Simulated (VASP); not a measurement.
# LiH in VASP: notebook, part 2 of 2

VASP 6.6.1. The steps go on from the part before.

## Step 3: Single point, PBE (strain +4.0%)

File INCAR:

```
SYSTEM = LiH
  ALGO = Normal
  EDIFF = 1E-7
  ENCUT = 520
  GGA = PE
  ISIF = 2
  ISMEAR = 0
  LASPH = .True.
  LCHARG = .False.
  LREAL = .False.
  LWAVE = .False.
  NBANDS = 9
  NELM = 100
  PREC = Accurate
  SIGMA = 0.01
```

File KPOINTS:

```
k-points
0
Gamma
  6 6 6
  0 0 0
```

File POSCAR:

```
LiH
1.0
    0.0000000000      2.2309268903      2.2309268903
    2.2309268903      0.0000000000      2.2309268903
    2.2309268903      2.2309268903      0.0000000000
Li H
1 1
Direct
    0.0000000000      0.0000000000      0.0000000000
    0.2500000000      0.2500000000      0.2500000000
```

Potentials or basis: VASP PAW PBE potentials, release 64 (Li_sv, H).

The run is started by

```bash
cat potpaw_PBE.64/Li_sv/POTCAR potpaw_PBE.64/H/POTCAR > POTCAR
mpirun -np 1 vasp_std > vasp.out
```

OUTCAR:

```text
SYSTEM = LiH
   EDIFF = 1E-7
   ENCUT = 520
   GGA = PE
   ISIF = 2
   ISMEAR = 0
   LASPH = .True.
   LREAL = .False.
   NELM = 100
   PREC = Accurate

 ion  position               nearest neighbor table
   1  0.000  0.000  0.000-
   2  0.250  0.250  0.250-

  LATTYP: Found a face centered cubic cell.
 ALAT       =     4.4618537806

  Lattice vectors:

 A1 = (   0.0000000000,   2.2309268903,   2.2309268903)
 A2 = (   2.2309268903,   0.0000000000,   2.2309268903)
 A3 = (   2.2309268903,   2.2309268903,   0.0000000000)

Analysis of symmetry for initial positions (statically):
=====================================================================
 Subroutine PRICEL returns:
 Original cell was already a primitive cell.

 Routine SETGRP: Setting up the symmetry group for a
 face centered cubic supercell.

 Subroutine GETGRP returns: Found 24 space group operations
 (whereof 24 operations were pure point group operations)
 out of a pool of 48 trial point group operations.

The static configuration has the point symmetry T_d .

Analysis of symmetry for dynamics (positions and initial velocities):
=====================================================================
 Subroutine PRICEL returns:
 Original cell was already a primitive cell.

 Routine SETGRP: Setting up the symmetry group for a
 face centered cubic supercell.

 Subroutine GETGRP returns: Found 24 space group operations
 (whereof 24 operations were pure point group operations)
 out of a pool of 48 trial point group operations.

The dynamic configuration has the point symmetry T_d .

 Subroutine INISYM returns: Found 24 space group operations
 (whereof 24 operations are pure point group operations),
 and found     1 'primitive' translations

----------------------------------------------------------------------------------------

                                     Primitive cell
[... 105 lines left out ...]
  Thomas-Fermi vector in A             =   2.050314
   LORBIT       =      0    0 simple, 1 ext, 2 COOP (PROOUT), +10 PAW based schemes
   GGA     = PE    functional components
   LHFCALC =     F    Hartree Fock is set to
   AEXX    =    0.0000 exact exchange contribution
   IVDW    =     0    specifies the selected vdW correction
   LEPSILON=     F    determine dielectric tensor
   LRPA    =     F    only Hartree local field effects (RPA)
 non-spin polarized calculation
 Gauss-broadening in eV      SIGMA  =   0.01
  energy-cutoff  :      520.00
  volume of cell :       22.21
 maximum number of plane-waves:       612
   NGX = 11   NGY = 11   NGZ = 11

 number of electron       4.0000011 magnetization

 Free energy of the ion-electron system (eV)
  ---------------------------------------------------
  ext. energy  EPLUGINS =         0.00000000
  ---------------------------------------------------
  free energy    TOTEN  =        -6.00832662 eV

  energy without entropy =       -6.00832662  energy(sigma->0) =       -6.00832662

 E-fermi :  -1.9260     XC(G=0):  -7.3445

 val. band max:       -2.0539771988   @ k =  -0.3333   0.5000   0.1667
 cond. band min:       2.0677711148   @ k =   0.5000   0.0000   0.0000
 fundamental gap:      4.1217483136
 Fermi energy:        -1.9260383556

 k-point     1 :       0.0000    0.0000    0.0000
  band No.  band energies     occupation
      1     -45.6034      2.00000
      2      -5.3939      2.00000
      3      10.0442      0.00000
      4      14.1310      0.00000
      5      14.1310      0.00000
      6      14.1310      0.00000
      7      16.6164      0.00000
      8      16.6164      0.00000
      9      16.6164      0.00000
[... 169 lines left out ...]
 k-point    16 :      -0.3333    0.5000    0.1667
  band No.  band energies     occupation
      1     -45.5849      2.00000
      2      -2.0540      2.00000
      3       4.6165      0.00000
      4       4.7004      0.00000
      5       8.1408      0.00000
      6      12.8443      0.00000
      7      16.2029      0.00000
      8      20.2356      0.00000
      9      24.0615      0.00000

------------------------ aborting loop because EDIFF is reached ----------------------------------------

  FORCE on cell =-STRESS in cart. coord.  units (eV):
  Direction    XX          YY          ZZ          XY          YZ          ZX
  --------------------------------------------------------------------------------------
  -------------------------------------------------------------------------------------
  Total       -0.3909594     -0.3909594     -0.3909594      0.0000000      0.0000000     -0.0000000
  in kB      -28.2069579    -28.2069579    -28.2069579      0.0000000      0.0000000     -0.0000000
  external PRESSURE =     -28.2069579 kB  Pullay stress =       0.0000000 kB

 VOLUME and BASIS-vectors are now :
 -----------------------------------------------------------------------------
  energy-cutoff  :      520.00
  volume of cell :       22.21
      direct lattice vectors                 reciprocal lattice vectors
     0.000000000  2.230926890  2.230926890    -0.224122091  0.224122091  0.224122091
     2.230926890  0.000000000  2.230926890     0.224122091 -0.224122091  0.224122091
     2.230926890  2.230926890  0.000000000     0.224122091  0.224122091 -0.224122091

 POSITION                                       TOTAL-FORCE (eV/Angst)
 -----------------------------------------------------------------------------------
      0.00000      0.00000      0.00000         0.000000      0.000000      0.000000
      1.11546      1.11546      1.11546        -0.000000     -0.000000     -0.000000
 -----------------------------------------------------------------------------------
    total drift:                                0.000000      0.000000      0.000000

  FREE ENERGIE OF THE ION-ELECTRON SYSTEM (eV)
  ---------------------------------------------------
  free  energy   TOTEN  =        -6.0083266228 eV

  energy  without entropy=       -6.0083266228  energy(sigma->0) =       -6.00832662
```

stdout:

```text
POSCAR found type information on POSCAR LiH
 POSCAR found :  2 types and       2 ions
 scaLAPACK will be used
 LDA part: xc-table for (Slater+PW92), standard interpolation
 POSCAR, INCAR and KPOINTS ok, starting setup
 FFT: planning ... GRIDC
 FFT: planning ... GRID_SOFT
 FFT: planning ... GRID
 WAVECAR not read
 entering main loop
```

Wall time 7.9 s (1 thread of Intel Xeon 8259CL, shared host); peak memory 0.13 GiB.

Results:

```
Free energy            : -6.0083 eV
Band gap on the k mesh : 4.12 eV (least direct gap 5.00 eV)
```

Caveat: the cell differs from its parent crystal (strain +4.0%); the cutoff is under 1.25 times the usual one of these potentials, so pressure, stress and relaxed cells hold a basis-set (Pulay) error. A k mesh can miss the band edges.

## Step 4: Single point, PBE (strain along [111] -4.0%)

File INCAR:

```
SYSTEM = LiH
  PREC = Accurate
  ENCUT = 520
  EDIFF = 1E-7
  ISMEAR = 0
  SIGMA = 0.01
  LREAL = .FALSE.
  LASPH = .TRUE.
  NELM = 80
  ALGO = Normal
  ISIF = 2
  LWAVE = .FALSE.
  LCHARG = .FALSE.
  GGA = PE
  NBANDS = 9
```

File KPOINTS:

```
regular mesh
0
G
  6 6 6
  0 0 0
```

File POSCAR:

```
LiH
1.0
   -0.0572032536      2.0879187563      2.0879187563
    2.0879187563     -0.0572032536      2.0879187563
    2.0879187563      2.0879187563     -0.0572032536
Li H
1 1
Direct
   -0.0025337371     -0.0025337371     -0.0025337371
    0.2525337371      0.2525337371      0.2525337371
```

The run is started by

```bash
cat potpaw_PBE.64/Li_sv/POTCAR potpaw_PBE.64/H/POTCAR > POTCAR
mpirun -np 1 vasp_std > vasp.out
```

Run time: 13 s. Hardware: 1 thread of Intel Xeon 8259CL, shared host; peak memory 0.13 GiB.

The run converged. Its results:

```
Free energy            : -6.0242 eV
Largest force          : 0.004 eV/Å
Band gap on the k mesh : 4.32 eV (least direct gap 5.23 eV)
```

Forces in eV/Å, atoms in the order of the input:
```
Li  -0.002 -0.002 -0.002
H    0.002  0.002  0.002
```

Levels at points of the mesh, in eV from the valence-band top:
```tsv
k point	band 1	band 2	band 3	band 4	band 5
(0.00, 0.00, 0.00)	-43.18	-3.70	13.48	17.46	17.46
(0.50, 0.00, 0.00)	-43.16	-1.10	4.32	15.46	15.82
(0.50, 0.50, 0.00)	-43.15	-0.27	7.41	10.24	10.65
(0.50, 0.50, 0.50)	-43.15	-0.74	4.48	15.03	15.03
```

Caveat: the k points lie up to 0.42 Å⁻¹ apart; the cell differs from its parent crystal (strain along [111] -4.0%); the cutoff is under 1.25 times the usual one of these potentials, so pressure, stress and relaxed cells hold a basis-set (Pulay) error. A k mesh can miss the band edges.

## Step 5: Single point, PBE (uniaxial z strain +1.0%)

File INCAR:

```
SYSTEM = LiH
PREC = Accurate ; ENCUT = 520
EDIFF = 1E-7 ; ISMEAR = 0
SIGMA = 0.01 ; LREAL = .FALSE.
LASPH = .TRUE. ; NELM = 80
ALGO = Normal ; ISIF = 2
LWAVE = .FALSE. ; LCHARG = .FALSE.
GGA = PE ; NBANDS = 9
```

KPOINTS is that of step 4.

File POSCAR:

```
LiH
1.0
    0.0000000000      2.1451220099      2.1665732300
    2.1451220099      0.0000000000      2.1665732300
    2.1451220099      2.1451220099      0.0000000000
Li H
1 1
Direct
    0.0000000000      0.0000000000      0.0000000000
    0.2500000000      0.2500000000      0.2500000000
```

The run is started by

```bash
cat potpaw_PBE.64/Li_sv/POTCAR potpaw_PBE.64/H/POTCAR > POTCAR
mpirun -np 1 vasp_std > vasp.out
```

Run time: 12 s. Hardware: 1 thread of Intel Xeon 8259CL, shared host; peak memory 0.13 GiB.

It converged, with:

```
Free energy            : -6.0303 eV
Band gap on the k mesh : 4.26 eV (least direct gap 5.25 eV)
```

Levels at points of the mesh, in eV from the valence-band top:
| k point | band 1 | band 2 | band 3 | band 4 | band 5 |
| --- | --- | --- | --- | --- | --- |
| (0.00, 0.00, 0.00) | -43.31 | -3.60 | 13.04 | 17.23 | 17.24 |
| (0.50, 0.00, 0.00) | -43.29 | -0.99 | 4.26 | 14.94 | 15.12 |
| (0.50, 0.50, 0.00) | -43.28 | -0.33 | 7.14 | 10.04 | 10.84 |
| (0.50, 0.00, 0.50) | -43.28 | -0.24 | 7.26 | 9.94 | 10.69 |

Caveat: the k points lie up to 0.42 Å⁻¹ apart; the cell differs from its parent crystal (uniaxial z strain +1.0%); the cutoff is under 1.25 times the usual one of these potentials, so pressure, stress and relaxed cells hold a basis-set (Pulay) error.

## Step 6: The runs side by side

| cell | gap on the mesh (eV) |
| --- | --- |
| a = 3.034 Å, angles 60.0°, 2 atoms, atomic positions A | 4.30 |
| a = 3.155 Å, angles 60.0°, 2 atoms, atomic positions A | 4.12 |
| a = 2.953 Å, angles 61.8°, 2 atoms, atomic positions B | 4.32 |
| a = 3.049, b = 3.049, c = 3.034 Å, angles 60.2, 60.2, 59.7°, 2 atoms, atomic positions A | 4.26 |

Alike in all rows: task single point; level PBE; potentials or basis VASP PAW PBE potentials, release 64 (Li_sv, H); no spin polarisation; k mesh 6 × 6 × 6; cutoff (eV) 520; smearing gaussian 0.01 eV.

Caveats: some runs use coarse meshes; the cutoff is under 1.25 times the usual one of these potentials, so pressure, stress and relaxed cells hold a basis-set (Pulay) error.

Absolute energies hang on the potentials; compare differences alone.
